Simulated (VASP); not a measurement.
# Ge5Pt (P4/mmm) in VASP: single point with PBE

Aim: the single point of Ge5Pt with PBE.

Program: VASP 6.6.1. These are calculated values, not measurements. Logs are shortened: lines on timing, memory, paths and dates and some standing lists are left out, and cuts for length are marked.

### 1 The cell of the first run

Symmetry: P4/mmm, No. 123, tetragonal system. The conventional cell has a = 5.092 Å, b = 5.092 Å, c = 5.219 Å, α = 90.00°, β = 90.00°, γ = 90.00°. Ge (site symmetry mmm) has 2 Ge at 2.61 Å within 3.4 Å. Ge (site symmetry mmm) has 4 Ge at 2.55 to 2.61 Å and 2 Pt at 2.55 Å within 3.4 Å. Within 3.4 Å of Ge (site symmetry 4/mmm) lie 4 Ge at 2.55 Å. Within 3.4 Å of Pt (site symmetry 4/mmm) lie 4 Ge at 2.55 Å.

### 2 Single point, PBE

INCAR

```
PREC     = Accurate       # precision mode
ENCUT    = 520            # plane-wave cutoff, eV
EDIFF    = 1E-6           # SCF threshold, eV
ISMEAR   = 0              # smearing method
SIGMA    = 0.1            # smearing width, eV
LREAL    = F              # projectors in reciprocal space
LASPH    = T              # aspherical terms in the spheres
NELM     = 60             # most SCF steps
ALGO     = Normal         # electronic algorithm
ISIF     = 2              # what is computed and relaxed
LWAVE    = F              # write WAVECAR
LCHARG   = F              # write CHGCAR
GGA      = PE             # functional
NBANDS   = 49             # bands
```

KPOINTS

```
Automatic mesh
0
Gamma
  8 8 8
```

POSCAR

```
Ge5Pt
1.0
    5.0921410081      0.0000000000      0.0000000000
    0.0000000000      5.0921410081      0.0000000000
    0.0000000000      0.0000000000      5.2192709174
Ge Pt
5 1
Direct
    0.0000000000      0.5000000000      0.0000000000
    0.5000000000      0.0000000000      0.0000000000
    0.0000000000      0.5000000000      0.5000000000
    0.5000000000      0.0000000000      0.5000000000
    0.5000000000      0.5000000000      0.5000000000
    0.0000000000      0.0000000000      0.5000000000
```

Potentials or basis: VASP PAW PBE potentials, release 64 (Ge_d, Pt).

Run with:

```sh
> cat potpaw_PBE.64/Ge_d/POTCAR potpaw_PBE.64/Pt/POTCAR > POTCAR
> mpirun -np 1 vasp_std > vasp.out
```

OUTCAR:

```text
PREC = Accurate
   ENCUT = 520
   EDIFF = 1E-6
   ISMEAR = 0
   LREAL = F
   LASPH = T
   NELM = 60
   ISIF = 2
   GGA = PE

 ion  position               nearest neighbor table
   1  0.000  0.500  0.000-   3 2.61   3 2.61
   2  0.500  0.000  0.000-   4 2.61   4 2.61
   3  0.000  0.500  0.500-   5 2.55   6 2.55   6 2.55   5 2.55   1 2.61   1 2.61
   4  0.500  0.000  0.500-   5 2.55   6 2.55   5 2.55   6 2.55   2 2.61   2 2.61
   5  0.500  0.500  0.500-   3 2.55   4 2.55   4 2.55   3 2.55
   6  0.000  0.000  0.500-   3 2.55   4 2.55   3 2.55   4 2.55

  LATTYP: Found a simple tetragonal cell.
 ALAT       =     5.0921410081
 C/A-ratio  =     1.0249659051

  Lattice vectors:

 A1 = (   5.0921410081,   0.0000000000,   0.0000000000)
 A2 = (   0.0000000000,   5.0921410081,   0.0000000000)
 A3 = (   0.0000000000,   0.0000000000,   5.2192709174)

Analysis of symmetry for initial positions (statically):
=====================================================================
 Subroutine PRICEL returns:
 Original cell was already a primitive cell.

 Routine SETGRP: Setting up the symmetry group for a
 simple tetragonal supercell.

 Subroutine GETGRP returns: Found 16 space group operations
 (whereof 16 operations were pure point group operations)
 out of a pool of 16 trial point group operations.

The static configuration has the point symmetry D_4h.

Analysis of symmetry for dynamics (positions and initial velocities):
=====================================================================
 Subroutine PRICEL returns:
 Original cell was already a primitive cell.

 Routine SETGRP: Setting up the symmetry group for a
 simple tetragonal supercell.

 Subroutine GETGRP returns: Found 16 space group operations
 (whereof 16 operations were pure point group operations)
 out of a pool of 16 trial point group operations.

The dynamic configuration has the point symmetry D_4h.

 Subroutine INISYM returns: Found 16 space group operations
 (whereof 16 operations are pure point group operations),
 and found     1 'primitive' translations

----------------------------------------------------------------------------------------

                                     Primitive cell

  volume of cell :     135.3352

  direct lattice vectors                    reciprocal lattice vectors
     5.092141008  0.000000000  0.000000000     0.196381050  0.000000000  0.000000000
     0.000000000  5.092141008  0.000000000     0.000000000  0.196381050  0.000000000
     0.000000000  0.000000000  5.219270917     0.000000000  0.000000000  0.191597642

  length of vectors
     5.092141008  5.092141008  5.219270917     0.196381050  0.196381050  0.191597642

  position of ions in fractional coordinates (direct lattice)
     0.000000000  0.500000000  0.000000000
     0.500000000  0.000000000  0.000000000
     0.000000000  0.500000000  0.500000000
     0.500000000  0.000000000  0.500000000
     0.500000000  0.500000000  0.500000000
     0.000000000  0.000000000  0.500000000

  ion indices of the primitive-cell ions
   primitive index   ion index
                 1           1
                 2           2
                 3           3
                 4           4
                 5           5
                 6           6

----------------------------------------------------------------------------------------

 KPOINTS: Automatic mesh

Automatic generation of k-mesh.
 Grid dimensions read from file:
 generate k-points for:    8    8    8

 Generating k-lattice:

  Cartesian coordinates                     Fractional coordinates (reciprocal lattice)
     0.024547631  0.000000000  0.000000000     0.125000000  0.000000000  0.000000000
     0.000000000  0.024547631  0.000000000     0.000000000  0.125000000  0.000000000
     0.000000000  0.000000000  0.023949705     0.000000000  0.000000000  0.125000000

  Length of vectors
     0.024547631  0.024547631  0.023949705

  Shift w.r.t. Gamma in fractional coordinates (k-lattice)
     0.000000000  0.000000000  0.000000000

 Subroutine IBZKPT returns following result:
 ===========================================

 Found     75 irreducible k-points:

 Following reciprocal coordinates:
            Coordinates               Weight
  0.000000  0.000000  0.000000      1.000000
  0.125000  0.000000  0.000000      4.000000
  0.250000  0.000000  0.000000      4.000000
  0.375000  0.000000  0.000000      4.000000
  0.500000  0.000000  0.000000      2.000000
  0.125000  0.125000  0.000000      4.000000
[... 16 lines left out ...]
  0.375000  0.125000  0.125000     16.000000
  0.500000  0.125000  0.125000      8.000000
 [... further k-points ...]
   k-points           NKPTS =     75   k-points in BZ     NKDIM =     75   number of bands    NBANDS=     49
   number of dos      NEDOS =    301   number of ions     NIONS =      6
   total plane-waves  NPLWV =  64000
   dimension x,y,z NGX =    40 NGY =   40 NGZ =   40
   dimension x,y,z NGXF=    80 NGYF=   80 NGZF=   80
   ions per type =               5   1
   NGX,Y,Z   is equivalent  to a cutoff of  13.06, 13.06, 12.74 a.u.
   NGXF,Y,Z  is equivalent  to a cutoff of  26.12, 26.12, 25.48 a.u.
 SYSTEM =  unknown system
   PREC   = accura    normal or accurate (medium, high low for compatibility)
   ISTART =      0    job   : 0-new  1-cont  2-samecut
   ICHARG =      2    charge: 1-file 2-atom 10-const
   ISPIN  =      1    spin polarized calculation?
   LNONCOLLINEAR =      F non collinear calculations
   LSORBIT =      F    spin-orbit coupling
   LASPH  =      T    aspherical Exc in radial PAW
   ENCUT  =  520.0 eV  38.22 Ry    6.18 a.u.   9.47  9.47  9.70*2*pi/ulx,y,z
   NELM   =     60;   NELMIN=  2; NELMDL= -5     # of ELM steps
   EDIFF  = 0.1E-05   stopping-criterion for ELM
   LREAL  =      F    real-space projection
   EDIFFG = 0.1E-04   stopping-criterion for IOM
   NSW    =      0    number of steps for IOM
   IBRION =     -1    ionic relax: 0-MD 1-quasi-New 2-CG
   NFREE  =      0    steps in history (QN), initial steepest desc. (CG)
   ISIF   =      2    stress and relaxation
   ISYM   =      2    0-nonsym 1-usesym 2-fastsym
   POTIM  = 0.5000    time-step for ionic-motion
   TEBEG  =    0.0;   TEEND  =   0.0 temperature during run
   PSTRESS=    0.0 pullay stress
   NELECT =      80.0000    total number of electrons
   NUPDOWN=      -1.0000    fix difference up-down
   EMIN   =  10.00;   EMAX   =-10.00  energy-range for DOS
   EFERMI =   0.00;   METHOD = LEGACY
   ISMEAR =     0;   SIGMA  =   0.10  broadening in eV -4-tet -1-fermi 0-gaus
   EFERMI_NEDOS =   21; number of points for ismear=-14 and -15
   IALGO  =     38    algorithm
   IMIX   =      4    mixing-type and parameters
     AMIX     =   0.40;   BMIX     =  1.00
     AMIX_MAG =   1.60;   BMIX_MAG =  1.00
  volume/ion in A,a.u.               =      22.56       152.21
  Fermi-wavevector in a.u.,A,eV,Ry     =   1.373941  2.596371 25.683889  1.887713
  Thomas-Fermi vector in A             =   2.499412
   LORBIT       =      0    0 simple, 1 ext, 2 COOP (PROOUT), +10 PAW based schemes
   GGA     = PE    functional components
   LHFCALC =     F    Hartree Fock is set to
   AEXX    =    0.0000 exact exchange contribution
   IVDW    =     0    specifies the selected vdW correction
   LEPSILON=     F    determine dielectric tensor
   LRPA    =     F    only Hartree local field effects (RPA)
 non-spin polarized calculation
 Gauss-broadening in eV      SIGMA  =   0.10
  energy-cutoff  :      520.00
  volume of cell :      135.34
 maximum number of plane-waves:      3687
 NGX is ok and might be reduce to    40
   NGX = 19   NGY = 19   NGZ = 19

 number of electron      79.9999975 magnetization

 Free energy of the ion-electron system (eV)
  ---------------------------------------------------
  ext. energy  EPLUGINS =         0.00000000
  ---------------------------------------------------
  free energy    TOTEN  =       -25.77887030 eV

  energy without entropy =      -25.76605360  energy(sigma->0) =      -25.77246195

 E-fermi :   4.9312     XC(G=0): -10.3163

 val. band max:        4.9047699646   @ k =   0.3750   0.0000   0.5000
 cond. band min:       4.9449453363   @ k =   0.5000   0.0000   0.5000
 fundamental gap:      0.0401753717
 Fermi energy:         4.9312149738

 k-point     1 :       0.0000    0.0000    0.0000
  band No.  band energies     occupation
      1     -19.9469      2.00000
      2     -19.9426      2.00000
      3     -19.9315      2.00000
      4     -19.9158      2.00000
      5     -19.9125      2.00000
      6     -19.9106      2.00000
[... 41 lines left out ...]
     48      10.4789      0.00000
     49      10.4793      0.00000

 k-point     2 :       0.1250    0.0000    0.0000
  band No.  band energies     occupation
      1     -19.9464      2.00000
      2     -19.9421      2.00000
      3     -19.9307      2.00000
      4     -19.9154      2.00000
      5     -19.9121      2.00000
      6     -19.9114      2.00000
[... 41 lines left out ...]
     48      10.4949      0.00000
     49      10.7632      0.00000

 k-point     3 :       0.2500    0.0000    0.0000
  band No.  band energies     occupation
      1     -19.9455      2.00000
      2     -19.9413      2.00000
      3     -19.9285      2.00000
      4     -19.9147      2.00000
      5     -19.9136      2.00000
      6     -19.9113      2.00000
[... 41 lines left out ...]
     48      10.5158      0.00000
     49      10.5371      0.00000

 k-point     4 :       0.3750    0.0000    0.0000
  band No.  band energies     occupation
      1     -19.9446      2.00000
      2     -19.9410      2.00000
      3     -19.9251      2.00000
      4     -19.9171      2.00000
      5     -19.9139      2.00000
      6     -19.9108      2.00000
[... 977 lines left out ...]
     48      10.5854      0.00000
     49      11.1359      0.00000

 k-point    23 :       0.3750    0.1250    0.1250
  band No.  band energies     occupation
      1     -19.9391      2.00000
      2     -19.9363      2.00000
      3     -19.9247      2.00000
      4     -19.9174      2.00000
      5     -19.9111      2.00000
      6     -19.9082      2.00000
[... 41 lines left out ...]
     48      10.2612      0.00000
     49      11.3315      0.00000

 k-point    24 :       0.5000    0.1250    0.1250
  band No.  band energies     occupation
      1     -19.9385      2.00000
      2     -19.9366      2.00000
      3     -19.9211      2.00000
      4     -19.9210      2.00000
      5     -19.9108      2.00000
      6     -19.9080      2.00000
[... 41 lines left out ...]
     48      10.0517      0.00000
     49      11.4647      0.00000

 [... further k-points ...]

------------------------ aborting loop because EDIFF is reached ----------------------------------------

  FORCE on cell =-STRESS in cart. coord.  units (eV):
  Direction    XX          YY          ZZ          XY          YZ          ZX
  --------------------------------------------------------------------------------------
  -------------------------------------------------------------------------------------
  Total        0.0245991      0.0245991     -0.0074456      0.0000000      0.0000000     -0.0000000
  in kB        0.2912183      0.2912183     -0.0881460      0.0000000      0.0000000     -0.0000000
  external PRESSURE =       0.1647636 kB  Pullay stress =       0.0000000 kB

 VOLUME and BASIS-vectors are now :
 -----------------------------------------------------------------------------
  energy-cutoff  :      520.00
  volume of cell :      135.34
      direct lattice vectors                 reciprocal lattice vectors
     5.092141008  0.000000000  0.000000000     0.196381050  0.000000000  0.000000000
     0.000000000  5.092141008  0.000000000     0.000000000  0.196381050  0.000000000
     0.000000000  0.000000000  5.219270917     0.000000000  0.000000000  0.191597642

 POSITION                                       TOTAL-FORCE (eV/Angst)
 -----------------------------------------------------------------------------------
      0.00000      2.54607      0.00000         0.000000      0.000000      0.000000
      2.54607      0.00000      0.00000         0.000000      0.000000      0.000000
      0.00000      2.54607      2.60964         0.000000      0.000000      0.000000
      2.54607      0.00000      2.60964         0.000000      0.000000      0.000000
      2.54607      2.54607      2.60964         0.000000      0.000000      0.000000
      0.00000      0.00000      2.60964         0.000000      0.000000      0.000000
 -----------------------------------------------------------------------------------
    total drift:                               -0.000000      0.000000     -0.000000

  FREE ENERGIE OF THE ION-ELECTRON SYSTEM (eV)
  ---------------------------------------------------
  free  energy   TOTEN  =       -25.7788702963 eV

  energy  without entropy=      -25.7660535990  energy(sigma->0) =      -25.77246195
```

Run time: 4.7 min. Hardware: 1 thread of AMD EPYC 7R13 (Zen 3), shared host; peak memory 0.48 GiB.

Results:

```
Free energy            : -25.7789 eV
Pressure               : 0.0 GPa
Band gap on the k mesh : zero (bands 40 and 41 overlap by 2.28 eV)
```

Caveat: spin-orbit coupling is left out, which moves the levels of the heavy elements.
